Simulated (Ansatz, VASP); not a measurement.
One calculation of P, two programs

Contents of INCAR:

```
PREC     = Accurate       # precision mode
ENCUT    = 600            # plane-wave cutoff, eV
EDIFF    = 1E-6           # SCF threshold, eV
ISMEAR   = 0              # smearing method
SIGMA    = 0.1            # smearing width, eV
LREAL    = False          # projectors in reciprocal space
LASPH    = True           # aspherical terms in the spheres
NELM     = 60             # most SCF steps
ALGO     = Normal         # electronic algorithm
ISIF     = 3              # what is computed and relaxed
LWAVE    = False          # write WAVECAR
LCHARG   = False          # write CHGCAR
GGA      = PS             # functional
IBRION   = 2              # ionic algorithm
NSW      = 100            # ionic steps
EDIFFG   = -0.01          # ionic threshold
```

Contents of KPOINTS:

```
regular mesh
0
Gamma
  15 15 6
```

POSCAR

```
P
1.0
    3.6913802302      0.0000000000      0.0000000000
   -1.8456901151      3.1968290543      0.0000000000
    0.0000000000      0.0000000000     10.0537591635
P
4
Direct
    0.0000000000      0.0000000000      0.2500000000
    0.0000000000      0.0000000000      0.7500000000
    0.3333333333      0.6666666667      0.7500000000
    0.6666666667      0.3333333333      0.2500000000
```

Input for Ansatz:

```yaml
crystal:
  lattice:
    - [3.6913802302, 0.0, 0.0]
    - [-1.8456901151, 3.1968290543, 0.0]
    - [0.0, 0.0, 10.0537591635]
  atoms:
    - { symbol: P, position: [0.0, 0.0, 0.25] }
    - { symbol: P, position: [0.0, 0.0, 0.75] }
    - { symbol: P, position: [0.3333333333, 0.6666666667, 0.75] }
    - { symbol: P, position: [0.6666666667, 0.3333333333, 0.25] }
basis:
  ecutwfc: 420
kpoints:
  mp_grid: { grid: [15, 15, 6] }
hamiltonian:
  xc: pbesol
scf:
  occupations: { method: gaussian, width: 0.1 }
output:
  forces: true
  stress: true
  eigenvalues: true
relax:
  adjacent_minimum: "off"
  f_tol: 0.01
  max_steps: 80
  cell: { stress_tol: 0.05 }
```

Alike in both runs: task relaxation of cell and atoms; functional PBEsol; k mesh 15 × 15 × 6; occupations gaussian, width 0.1 eV; no spin polarisation.

|  | VASP | Ansatz |
| --- | --- | --- |
| version | VASP 6.6.1 | Ansatz 0.2.0 |
| potentials or method | VASP PAW PBE potentials, release 64 (P), cutoff 600 eV | scalar-relativistic, plane waves, PAW |
| valence electrons in the cell | 20 | 20 |

VASP gave:

| Item | Value |
| --- | --- |
| gap on the k mesh at the Fermi level, each at its own relaxed structure (eV) | none |
| relaxed volume (Å³/atom) | 16.22 |
| relaxed length of the cell vector where the two differ most in proportion (Å) | 4.807 |

Problem. What did Ansatz give for the same quantities?

Solution. gap on the k mesh at the Fermi level, each at its own relaxed structure (eV): none; relaxed volume (Å³/atom): 16.21; relaxed length of the cell vector where the two differ most in proportion (Å): 4.804.

VASP's potentials were made for PBE, not for PBEsol. A gap of «none» marks a metal or a gap that the smearing closes.

Noted on VASP's run: the volume moved by over 15 % at a fixed basis, so the end points are rough.
